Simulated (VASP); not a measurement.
# Sn (I4_1/amd) in VASP: further runs

Sn is run at these levels: PBE; tasks: electric field gradients.

Everything below comes from runs of VASP 6.6.1. Logs are shortened: lines on timing, memory, paths and dates and some standing lists are left out, and cuts for length are marked.

## Step 1: The cell of the first run

Symmetry: I4_1/amd, No. 141, tetragonal system. The conventional cell has a = 5.714 Å, b = 5.714 Å, c = 3.117 Å, α = 90.00°, β = 90.00°, γ = 90.00°. Within 3.9 Å of Sn (site symmetry -4m2) lie 10 Sn at 2.96 to 3.69 Å.

## Step 2: Electric field gradients, PBE (25.44 Å³/atom)

Input file INCAR:

```
  ALGO = Normal
  EDIFF = 1E-8
  ENCUT = 520
  GGA = PE
  ISIF = 2
  ISMEAR = -1
  LASPH = True
  LCHARG = False
  LEFG = True
  LREAL = False
  LWAVE = False
  NBANDS = 21
  NELM = 100
  PREC = Accurate
  SIGMA = 0.05
```

Input file KPOINTS:

```
k-points
0
Gamma
  15 15 15
```

Input file POSCAR:

```
Sn
1.0
   -2.8568325061      2.8568325061      1.5584548677
    2.8568325061     -2.8568325061      1.5584548677
    2.8568325061      2.8568325061     -1.5584548677
Sn
2
Direct
    0.0000000000      0.0000000000      0.0000000000
    0.7500000000      0.2500000000      0.5000000000
```

Potentials or basis: VASP PAW PBE potentials, release 64 (Sn_d).

On the command line:

```console
$ cat potpaw_PBE.64/Sn_d/POTCAR > POTCAR
$ mpirun -np 1 vasp_std > vasp.out
```

OUTCAR:

```text
EDIFF = 1E-8
   ENCUT = 520
   GGA = PE
   ISIF = 2
   ISMEAR = -1
   LASPH = True
   LREAL = False
   NELM = 100
   PREC = Accurate

 ion  position               nearest neighbor table
   1  0.000  0.000  0.000-   2 2.96   2 2.96   2 2.96   2 2.96   2 3.69   2 3.69   2 3.69   2 3.69

   2  0.750  0.250  0.500-   1 2.96   1 2.96   1 2.96   1 2.96   1 3.69   1 3.69   1 3.69   1 3.69

  LATTYP: Found a body centered tetragonal cell.
 ALAT       =     5.7136650122
 C/A-ratio  =     0.5455184595

  Lattice vectors:

 A1 = (  -2.8568325061,   2.8568325061,   1.5584548677)
 A2 = (   2.8568325061,  -2.8568325061,   1.5584548677)
 A3 = (   2.8568325061,   2.8568325061,  -1.5584548677)

Analysis of symmetry for initial positions (statically):
=====================================================================
 Subroutine PRICEL returns:
 Original cell was already a primitive cell.

 Routine SETGRP: Setting up the symmetry group for a
 body centered tetragonal supercell.

 Subroutine GETGRP returns: Found 16 space group operations
 (whereof  8 operations were pure point group operations)
 out of a pool of 16 trial point group operations.

The static configuration has the point symmetry D_2d.
 The point group associated with its full space group is D_4h.

Analysis of symmetry for dynamics (positions and initial velocities):
=====================================================================
 Subroutine PRICEL returns:
 Original cell was already a primitive cell.

 Routine SETGRP: Setting up the symmetry group for a
 body centered tetragonal supercell.

 Subroutine GETGRP returns: Found 16 space group operations
 (whereof  8 operations were pure point group operations)
 out of a pool of 16 trial point group operations.

The dynamic configuration has the point symmetry D_2d.
 The point group associated with its full space group is D_4h.

 Subroutine INISYM returns: Found 16 space group operations
 (whereof  8 operations are pure point group operations),
 and found     1 'primitive' translations

----------------------------------------------------------------------------------------

                                     Primitive cell

  volume of cell :      50.8773

  direct lattice vectors                    reciprocal lattice vectors
    -2.856832506  2.856832506  1.558454868     0.000000000  0.175019011  0.320830593
     2.856832506 -2.856832506  1.558454868     0.175019011  0.000000000  0.320830593
     2.856832506  2.856832506 -1.558454868     0.175019011  0.175019011  0.000000000

  length of vectors
     4.330330878  4.330330878  4.330330878     0.365463984  0.365463984  0.247514259

  position of ions in fractional coordinates (direct lattice)
     0.000000000  0.000000000  0.000000000
     0.750000000  0.250000000  0.500000000

  ion indices of the primitive-cell ions
   primitive index   ion index
                 1           1
                 2           2

----------------------------------------------------------------------------------------

 KPOINTS: k-points

Automatic generation of k-mesh.
 Grid dimensions read from file:
 generate k-points for:   15   15   15

 Generating k-lattice:

  Cartesian coordinates                     Fractional coordinates (reciprocal lattice)
     0.000000000  0.011667934  0.021388706     0.066666667  0.000000000 -0.000000000
     0.011667934  0.000000000  0.021388706     0.000000000  0.066666667 -0.000000000
     0.011667934  0.011667934  0.000000000     0.000000000  0.000000000  0.066666667

  Length of vectors
     0.024364266  0.024364266  0.016500951

  Shift w.r.t. Gamma in fractional coordinates (k-lattice)
     0.000000000  0.000000000  0.000000000

 Subroutine IBZKPT returns following result:
 ===========================================

 Found    288 irreducible k-points:

 Following reciprocal coordinates:
            Coordinates               Weight
  0.000000  0.000000  0.000000      1.000000
  0.066667 -0.000000  0.000000      8.000000
  0.133333  0.000000  0.000000      8.000000
  0.200000  0.000000  0.000000      8.000000
  0.266667  0.000000  0.000000      8.000000
  0.333333 -0.000000  0.000000      8.000000
[... 16 lines left out ...]
  0.133333  0.133333  0.000000      8.000000
  0.200000  0.133333  0.000000     16.000000
 [... further k-points ...]
   k-points           NKPTS =    288   k-points in BZ     NKDIM =    288   number of bands    NBANDS=     21
   number of dos      NEDOS =    301   number of ions     NIONS =      2
   total plane-waves  NPLWV =  32768
   dimension x,y,z NGX =    32 NGY =   32 NGZ =   32
   dimension x,y,z NGXF=    64 NGYF=   64 NGZF=   64
   ions per type =               2
   NGX,Y,Z   is equivalent  to a cutoff of  12.29, 12.29, 12.29 a.u.
   NGXF,Y,Z  is equivalent  to a cutoff of  24.57, 24.57, 24.57 a.u.
 SYSTEM =  unknown system
   PREC   = accura    normal or accurate (medium, high low for compatibility)
   ISTART =      0    job   : 0-new  1-cont  2-samecut
   ICHARG =      2    charge: 1-file 2-atom 10-const
   ISPIN  =      1    spin polarized calculation?
   LNONCOLLINEAR =      F non collinear calculations
   LSORBIT =      F    spin-orbit coupling
   LASPH  =      T    aspherical Exc in radial PAW
   ENCUT  =  520.0 eV  38.22 Ry    6.18 a.u.   8.05  8.05  8.05*2*pi/ulx,y,z
   NELM   =    100;   NELMIN=  2; NELMDL= -5     # of ELM steps
   EDIFF  = 0.1E-07   stopping-criterion for ELM
   LREAL  =      F    real-space projection
   EDIFFG = 0.1E-06   stopping-criterion for IOM
   NSW    =      0    number of steps for IOM
   IBRION =     -1    ionic relax: 0-MD 1-quasi-New 2-CG
   NFREE  =      0    steps in history (QN), initial steepest desc. (CG)
   ISIF   =      2    stress and relaxation
   ISYM   =      2    0-nonsym 1-usesym 2-fastsym
   POTIM  = 0.5000    time-step for ionic-motion
   TEBEG  =    0.0;   TEEND  =   0.0 temperature during run
   PSTRESS=    0.0 pullay stress
   NELECT =      28.0000    total number of electrons
   NUPDOWN=      -1.0000    fix difference up-down
   EMIN   =  10.00;   EMAX   =-10.00  energy-range for DOS
   EFERMI =   0.00;   METHOD = LEGACY
   ISMEAR =    -1;   SIGMA  =   0.05  broadening in eV -4-tet -1-fermi 0-gaus
   EFERMI_NEDOS =   21; number of points for ismear=-14 and -15
   IALGO  =     38    algorithm
   IMIX   =      4    mixing-type and parameters
     AMIX     =   0.40;   BMIX     =  1.00
     AMIX_MAG =   1.60;   BMIX_MAG =  1.00
  volume/ion in A,a.u.               =      25.44       171.67
  Fermi-wavevector in a.u.,A,eV,Ry     =   1.341589  2.535236 24.488607  1.799862
  Thomas-Fermi vector in A             =   2.469811
   LORBIT       =      0    0 simple, 1 ext, 2 COOP (PROOUT), +10 PAW based schemes
   GGA     = PE    functional components
   LHFCALC =     F    Hartree Fock is set to
   AEXX    =    0.0000 exact exchange contribution
   IVDW    =     0    specifies the selected vdW correction
   LEPSILON=     F    determine dielectric tensor
   LRPA    =     F    only Hartree local field effects (RPA)
 non-spin polarized calculation
  energy-cutoff  :      520.00
  volume of cell :       50.88
 maximum number of plane-waves:      1386
   NGX = 17   NGY = 17   NGZ = 17

 number of electron      28.0000019 magnetization

 Free energy of the ion-electron system (eV)
  ---------------------------------------------------
  ext. energy  EPLUGINS =         0.00000000
  ---------------------------------------------------
  free energy    TOTEN  =        -7.49844147 eV

  energy without entropy =       -7.49153280  energy(sigma->0) =       -7.49498714

 E-fermi :   8.8129     XC(G=0): -10.6135

 val. band max:        8.8063817526   @ k =  -0.3333   0.4667   0.0667
 cond. band min:       8.8208038545   @ k =  -0.1333  -0.2000   0.1333
 fundamental gap:      0.0144221019
 Fermi energy:         8.8129368569

 k-point     1 :       0.0000    0.0000    0.0000
  band No.  band energies     occupation
      1     -12.9637      2.00000
      2     -12.8587      2.00000
      3     -12.8164      2.00000
      4     -12.7965      2.00000
      5     -12.6141      2.00000
      6     -12.6141      2.00000
[... 13 lines left out ...]
     20      18.9952      0.00000
     21      19.6663      0.00000
[... 529 lines left out ...]
 k-point    24 :       0.2000    0.1333    0.0000
  band No.  band energies     occupation
      1     -12.9131      2.00000
      2     -12.7589      2.00000
      3     -12.7509      2.00000
      4     -12.6950      2.00000
      5     -12.6874      2.00000
      6     -12.6656      2.00000
[... 13 lines left out ...]
     20      16.1463      0.00000
     21      17.1498      0.00000

 [... further k-points ...]

------------------------ aborting loop because EDIFF is reached ----------------------------------------

  FORCE on cell =-STRESS in cart. coord.  units (eV):
  Direction    XX          YY          ZZ          XY          YZ          ZX
  --------------------------------------------------------------------------------------
  -------------------------------------------------------------------------------------
  Total        2.2949565      2.2949565      1.9149764      0.0000000      0.0000000      0.0000000
  in kB       72.2705334     72.2705334     60.3045694      0.0000000      0.0000000      0.0000000
  external PRESSURE =      68.2818787 kB  Pullay stress =       0.0000000 kB

 VOLUME and BASIS-vectors are now :
 -----------------------------------------------------------------------------
  energy-cutoff  :      520.00
  volume of cell :       50.88
      direct lattice vectors                 reciprocal lattice vectors
    -2.856832506  2.856832506  1.558454868     0.000000000  0.175019011  0.320830593
     2.856832506 -2.856832506  1.558454868     0.175019011  0.000000000  0.320830593
     2.856832506  2.856832506 -1.558454868     0.175019011  0.175019011  0.000000000

 POSITION                                       TOTAL-FORCE (eV/Angst)
 -----------------------------------------------------------------------------------
      0.00000      0.00000      0.00000        -0.000000      0.000000      0.000000
      0.00000      2.85683      0.77923         0.000000     -0.000000     -0.000000
 -----------------------------------------------------------------------------------
    total drift:                                0.000000     -0.000000      0.000000

  FREE ENERGIE OF THE ION-ELECTRON SYSTEM (eV)
  ---------------------------------------------------
  free  energy   TOTEN  =        -7.4984414744 eV

  energy  without entropy=       -7.4915327969  energy(sigma->0) =       -7.49498714

 Electric field gradients (V/A^2)
---------------------------------------------------------------------
 ion       V_xx      V_yy      V_zz      V_xy      V_xz      V_yz
---------------------------------------------------------------------
   1     -23.352   -23.352    46.704    -0.001    -0.002    -0.002
   2     -23.352   -23.352    46.704    -0.001    -0.002    -0.002
---------------------------------------------------------------------

 Electric field gradients after diagonalization (V/A^2)
 (convention: |V_zz| > |V_xx| > |V_yy|)
----------------------------------------------------------------------
 ion       V_xx      V_yy      V_zz     asymmetry (V_yy - V_xx)/ V_zz
----------------------------------------------------------------------
   1     -23.353   -23.351    46.704       0.000
   2     -23.353   -23.351    46.704       0.000
----------------------------------------------------------------------

           NMR quadrupolar parameters

 Cq : quadrupolar parameter    Cq=e*Q*V_zz/h
 eta: asymmetry parameters     (V_yy - V_xx)/ V_zz
 Q  : nuclear electric quadrupole moment in mb (millibarn)
----------------------------------------------------------------------
 ion       Cq(MHz)       eta       Q (mb)
----------------------------------------------------------------------
   1       0.113       0.000       1.000
   2       0.113       0.000       1.000
----------------------------------------------------------------------
```

Run time: 2.9 min. Hardware: 1 thread of Intel Xeon Platinum 8259CL at 2.50GHz (Skylake/Cascade Lake), shared host; peak memory 0.35 GiB.

What came out:

```yaml
Free_energy: -7.4984 eV
Pressure: 6.8 GPa
Band_gap_on_the_k_mesh: zero (bands 14 and 15 overlap by 4.64 eV)
Largest_electric_field_gradient_by_atom: Sn +46.7 V/Å²
```

Electric field gradients, principal values (V/Å²):
```
atom    least   middle  greatest (by size)
1 Sn  -23.351  -23.353              46.704
2 Sn  -23.351  -23.353              46.704
```

Caveat: the cell stands under pressure; without QUAD_EFG the Cq values of the log hold for a quadrupole moment of 1 mb, not for the nuclei; spin-orbit coupling is left out, which moves the levels of the heavy elements.

## Step 3: Electric field gradients, PBE (26.51 Å³/atom)

This run uses another cell than the first one, of 26.51 Å³/atom.

Input file INCAR:

```
SYSTEM = Sn
PREC = Accurate
ENCUT = 520
EDIFF = 1E-8
ISMEAR = -1
SIGMA = 0.05
LREAL = .False.
LASPH = .True.
NELM = 100
ALGO = Normal
ISIF = 2
LWAVE = .False.
LCHARG = .False.
GGA = PE
LEFG = .True.
NBANDS = 21
```

Input file KPOINTS:

```
Automatic mesh
0
Gamma
  15 15 15
  0 0 0
```

Input file POSCAR:

```
Sn
1.0
   -2.8962799473      2.8962799473      1.5799741750
    2.8962799473     -2.8962799473      1.5799741750
    2.8962799473      2.8962799473     -1.5799741750
Sn
2
Direct
    0.0000000000      0.0000000000      0.0000000000
    0.7500000000      0.2500000000      0.5000000000
```

Potentials or basis: VASP PAW PBE potentials, release 64 (Sn_d).

On the command line:

```console
$ cat potpaw_PBE.64/Sn_d/POTCAR > POTCAR
$ mpirun -np 1 vasp_std > vasp.out
```

OUTCAR:

```text
SYSTEM = Sn
   PREC = Accurate
   ENCUT = 520
   EDIFF = 1E-8
   ISMEAR = -1
   LREAL = .False.
   LASPH = .True.
   NELM = 100
   ISIF = 2
   GGA = PE

 ion  position               nearest neighbor table
   1  0.000  0.000  0.000-   2 3.00   2 3.00   2 3.00   2 3.00   2 3.74   2 3.74   2 3.74   2 3.74

   2  0.750  0.250  0.500-   1 3.00   1 3.00   1 3.00   1 3.00   1 3.74   1 3.74   1 3.74   1 3.74

  LATTYP: Found a body centered tetragonal cell.
 ALAT       =     5.7925598946
 C/A-ratio  =     0.5455184595

  Lattice vectors:

 A1 = (  -2.8962799473,   2.8962799473,   1.5799741750)
 A2 = (   2.8962799473,  -2.8962799473,   1.5799741750)
 A3 = (   2.8962799473,   2.8962799473,  -1.5799741750)

Analysis of symmetry for initial positions (statically):
=====================================================================
 Subroutine PRICEL returns:
 Original cell was already a primitive cell.

 Routine SETGRP: Setting up the symmetry group for a
[... 770 lines left out ...]
    -2.896279947  2.896279947  1.579974175     0.000000000  0.172635246  0.316460869
     2.896279947 -2.896279947  1.579974175     0.172635246  0.000000000  0.316460869
     2.896279947  2.896279947 -1.579974175     0.172635246  0.172635246  0.000000000

 POSITION                                       TOTAL-FORCE (eV/Angst)
 -----------------------------------------------------------------------------------
      0.00000      0.00000      0.00000         0.000000     -0.000000      0.000000
      0.00000      2.89628      0.78999        -0.000000      0.000000     -0.000000
 -----------------------------------------------------------------------------------
    total drift:                               -0.000000      0.000000     -0.000000

  FREE ENERGIE OF THE ION-ELECTRON SYSTEM (eV)
  ---------------------------------------------------
  free  energy   TOTEN  =        -7.5698494524 eV

  energy  without entropy=       -7.5626007651  energy(sigma->0) =       -7.56622511

 Electric field gradients (V/A^2)
---------------------------------------------------------------------
 ion       V_xx      V_yy      V_zz      V_xy      V_xz      V_yz
---------------------------------------------------------------------
   1     -22.575   -22.575    45.150     0.000     0.000     0.000
   2     -22.575   -22.575    45.150     0.000     0.000     0.000
---------------------------------------------------------------------

 Electric field gradients after diagonalization (V/A^2)
 (convention: |V_zz| > |V_xx| > |V_yy|)
----------------------------------------------------------------------
 ion       V_xx      V_yy      V_zz     asymmetry (V_yy - V_xx)/ V_zz
----------------------------------------------------------------------
   1     -22.575   -22.574    45.150       0.000
   2     -22.575   -22.574    45.150       0.000
----------------------------------------------------------------------

           NMR quadrupolar parameters

 Cq : quadrupolar parameter    Cq=e*Q*V_zz/h
 eta: asymmetry parameters     (V_yy - V_xx)/ V_zz
 Q  : nuclear electric quadrupole moment in mb (millibarn)
----------------------------------------------------------------------
 ion       Cq(MHz)       eta       Q (mb)
----------------------------------------------------------------------
   1       0.109       0.000       1.000
   2       0.109       0.000       1.000
----------------------------------------------------------------------
```

Run time: 4.7 min. Hardware: 1 thread of Intel Xeon Platinum 8259CL at 2.50GHz (Skylake/Cascade Lake), shared host; peak memory 0.39 GiB.

What came out:

```
Free energy                             : -7.5698 eV
Pressure                                : 3.9 GPa
Band gap on the k mesh                  : zero (bands 14 and 15 overlap by 4.42 eV)
Largest electric field gradient by atom : Sn +45.1 V/Å²
```

Levels at points of the mesh, in eV from the Fermi level:
```
           k point  band 11  band 12  band 13  band 14  band 15  band 16  band 17  band 18
(0.00, 0.00, 0.00)   -11.32    -3.55    -2.04    -2.04     2.94     6.36     6.36     6.98
```

Electric field gradients, principal values (V/Å²):
| atom | least | middle | greatest (by size) |
| --- | --- | --- | --- |
| 1 Sn | -22.574 | -22.575 | 45.150 |
| 2 Sn | -22.574 | -22.575 | 45.150 |

Caveat: the cell stands under pressure; without QUAD_EFG the Cq values of the log hold for a quadrupole moment of 1 mb, not for the nuclei; spin-orbit coupling is left out, which moves the levels of the heavy elements.

(Continued in part 2 of 2.)
